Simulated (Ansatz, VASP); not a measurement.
# One calculation of BAs, two programs

INCAR

```
PREC = Accurate ; ENCUT = 500
EDIFF = 1E-6 ; ISMEAR = 0
SIGMA = 0.05 ; LREAL = False
LASPH = True ; NELM = 120
ALGO = Normal ; ISIF = 2
LWAVE = False ; LCHARG = True
LELF = True ; LVHAR = True
NBANDS = 11 ; GGA_COMPAT = False
```

Contents of KPOINTS:

```
Automatic mesh
0
Gamma
  6 6 6
```

POSCAR

```
BAs
1.0
    2.8989201713      0.0000000000      0.0000000000
    0.0000000000      2.8989201713      0.0000000000
    0.0000000000      0.0000000000      2.8989201713
B As
1 1
Direct
    0.0000000000      0.0000000000      0.0000000000
    0.5000000000      0.5000000000      0.5000000000
```

Input for Ansatz:

```yaml
crystal:
  lattice:
    - [2.8989201713, 0.0, 0.0]
    - [0.0, 2.8989201713, 0.0]
    - [0.0, 0.0, 2.8989201713]
  atoms:
    - { symbol: B, position: [0.0, 0.0, 0.0] }
    - { symbol: As, position: [0.5, 0.5, 0.5] }
basis:
  ecutwfc: 420
kpoints:
  mp_grid: { grid: [6, 6, 6] }
hamiltonian:
  xc: lda
scf:
  occupations: { method: gaussian, width: 0.05 }
output:
  forces: true
  stress: true
  eigenvalues: true
```

Alike in both runs: task single point; functional LDA; k mesh 6 × 6 × 6; occupations gaussian, width 0.05 eV; no spin polarisation.

```csv
,VASP,Ansatz
version,VASP 6.6.1,Ansatz 0.2.0
potentials or method,"VASP PAW LDA potentials, release 64 (B, As), cutoff 500 eV","scalar-relativistic, plane waves, PAW"
valence electrons in the cell,8,18
```

Ansatz gave:

| Quantity | Value |
| --- | --- |
| gap on the k mesh at the Fermi level (eV) | none |
| pressure (GPa) | -0.9 |

Question: What did VASP give for the same quantities?

Answer: gap on the k mesh at the Fermi level (eV): none; pressure (GPa): -0.5.

LDA's correlation is that of Perdew and Zunger in VASP and of Perdew and Wang (1992) in Ansatz. A gap of «none» marks a metal or a gap that the smearing closes. VASP's potentials hold 8 valence electrons a cell and Ansatz's 18, so a difference there can come from the potentials and not from the codes.

The k mesh is coarse, so the values compare programs but aren't converged.
